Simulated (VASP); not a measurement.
Input of a VASP 6.6.1 run:

File INCAR:

```
SYSTEM = Ta2CN
PREC = Accurate
ENCUT = 1330
EDIFF = 1E-6
ISMEAR = 1
SIGMA = 0.05
LREAL = .False.
LASPH = .True.
NELM = 120
ALGO = Normal
ISIF = 2
LWAVE = .False.
LCHARG = .False.
NBANDS = 26
GGA_COMPAT = .False.
```

KPOINTS

```
Automatic mesh
0
Gamma
  8 8 6
  0 0 0
```

File POSCAR:

```
Ta2CN
1.0
    3.0929179154      0.0000000000      0.0000000000
    0.0000000000      3.0929179154      0.0000000000
    0.0000000000      0.0000000000      4.3959756469
Ta C N
2 1 1
Direct
    0.0000000000      0.0000000000      0.0000000000
    0.5000000000      0.5000000000      0.5000000000
    0.0000000000      0.0000000000      0.5000000000
    0.5000000000      0.5000000000      0.0000000000
```

Potentials or basis: VASP PAW LDA potentials, release 64 (Ta_sv_GW, C_h, N_h).

Run with:

```console
$ cat potpaw_LDA.64/Ta_sv_GW/POTCAR potpaw_LDA.64/C_h/POTCAR potpaw_LDA.64/N_h/POTCAR > POTCAR
$ mpirun -np 1 vasp_std > vasp.out
```

(1) Estimate the band gap on the k mesh.

(2) What does it give for the pressure?

Answers

(1) zero (an odd number of electrons rules out a gap without spin polarisation).

(2) 0.9 GPa.

Caveat: spin-orbit coupling is left out, which moves the levels of the heavy elements; an odd number of electrons without spin polarisation forces a metal; a magnetic or distorted state may lie lower.
